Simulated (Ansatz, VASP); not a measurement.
CuO in VASP and in Ansatz

Contents of INCAR:

```
PREC = Accurate
ENCUT = 520
EDIFF = 1E-6
ISMEAR = -1
SIGMA = 0.05
LREAL = False
LASPH = True
NELM = 100
ALGO = Normal
ISIF = 2
LWAVE = False
LCHARG = False
GGA = RP
IVDW = 13
NBANDS = 25
```

Contents of KPOINTS:

```
regular mesh
0
Gamma
  10 10 5
```

File POSCAR:

```
CuO
1.0
    2.3573593924     -1.7226334429      0.0000000000
    2.3573593924      1.7226334429      0.0000000000
   -0.8556569116      0.0000000000      5.0913661947
Cu O
2 2
Direct
    0.5000000000      0.0000000000      0.5000000000
    0.0000000000      0.5000000000      0.0000000000
    0.4184000000      0.5816000000      0.7500000000
    0.5816000000      0.4184000000      0.2500000000
```

The input input.yaml:

```yaml
crystal:
  lattice:
    - [2.3573593924, -1.7226334429, 0.0]
    - [2.3573593924, 1.7226334429, 0.0]
    - [-0.8556569116, 0.0, 5.0913661947]
  atoms:
    - { symbol: Cu, position: [0.5, 0.0, 0.5] }
    - { symbol: Cu, position: [0.0, 0.5, 0.0] }
    - { symbol: O, position: [0.4184, 0.5816, 0.75] }
    - { symbol: O, position: [0.5816, 0.4184, 0.25] }
hamiltonian:
  xc: rpbe
  pseudopotentials: { kind: paw }
  dispersion: d4
kpoints:
  mp_grid: { grid: [10, 10, 5] }
scf:
  occupations: { method: fermi_dirac, width: 0.05 }
output:
  forces: true
  stress: true
  eigenvalues: true
  write_density: true
  write_potential: true
  elf: true
  volumetric_format: npy
```

Alike in both runs: task single point; functional RPBE; dispersion D4; k mesh 10 × 10 × 5; occupations fermi-dirac, width 0.05 eV; no spin polarisation.

|  | VASP | Ansatz |
| --- | --- | --- |
| version | VASP 6.6.1 | Ansatz 0.2.0 |
| potentials or method | VASP PAW PBE potentials, release 64 (Cu, O) | Ansatz PAW |
| plane-wave cutoff (eV) | 520 | 420 |
| valence electrons in the cell | 34 | 50 |

```csv
,VASP,Ansatz,Ansatz less VASP
gap on the k mesh at the Fermi level (eV),none,none,-
pressure (GPa),-0.8,-1.5,-0.71
"traceless stress, the component that is largest in VASP (GPa)",-1.35,-1.28,+0.069
rms of the force components (eV/Å),0.081,0.098,+0.0169
```

VASP's potentials were made for PBE, not for RPBE. Atom by atom the forces differ by 0.017 eV/Å (rms over components). A gap of «none» marks a metal or a gap that the smearing closes. VASP's potentials hold 34 valence electrons a cell and Ansatz's 50, so a difference there can come from the potentials and not from the codes.
